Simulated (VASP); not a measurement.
Crystal: Rh3I.

```
Rh I
1.0
     4.29381    0.00000    0.00000
     0.00000    4.29381    0.00000
     0.00000    0.00000    4.29381
Rh I
3 1
Direct
  0.00000 0.50000 0.50000
  0.50000 0.00000 0.50000
  0.50000 0.50000 0.00000
  0.00000 0.00000 0.00000
```

```yaml
Program: VASP 6.6.1
Task: relaxation of cell and atoms
Functional: PBE
Potentials_or_basis: VASP PAW PBE potentials, release 64 (Rh_pv, I)
Cutoff: 600 eV
k_mesh: 4 × 4 × 4
Occupations: gaussian, width 0.1 eV
Spin: collinear spin, ferromagnetic start
Starting_moments: "[0.67, 0.67, 0.67, 0.0] μB"
```

At the start: pressure -18.6 GPa; volume 19.79 Å³/atom.

Question: How do energy, volume and symmetry change on relaxing?

Answer: Over 4 steps the energy falls by 252.6 meV/atom and the volume is 16.29 Å³/atom (-17.7 %); space group Pm-3m (No. 221, to 0.1 Å) before and after; moment 0.00 μB per cell.

The path:
```csv
step,energy change (eV),largest force (eV/Å),pressure (GPa),volume (Å³)
1,0.0000,0.0000,-18.62,79.16
2,-0.0165,0.0000,39.64,55.63
3,-1.0088,0.0000,-1.19,65.51
4,-1.0105,0.0000,-0.31,65.15
```

Final structure:
```yaml
crystal:
  lattice:
    - [4.02389, 0.00000, 0.00000]
    - [0.00000, 4.02389, 0.00000]
    - [0.00000, 0.00000, 4.02389]
  atoms:
    - { symbol: Rh, position: [0.00000, 0.50000, 0.50000] }
    - { symbol: Rh, position: [0.50000, 0.00000, 0.50000] }
    - { symbol: Rh, position: [0.50000, 0.50000, 0.00000] }
    - { symbol: I, position: [0.00000, 0.00000, 0.00000] }
```

Caveat: the k points lie up to 0.39 Å⁻¹ apart in the final cell; the volume moved by over 15 % at a fixed basis, so the end points are rough.
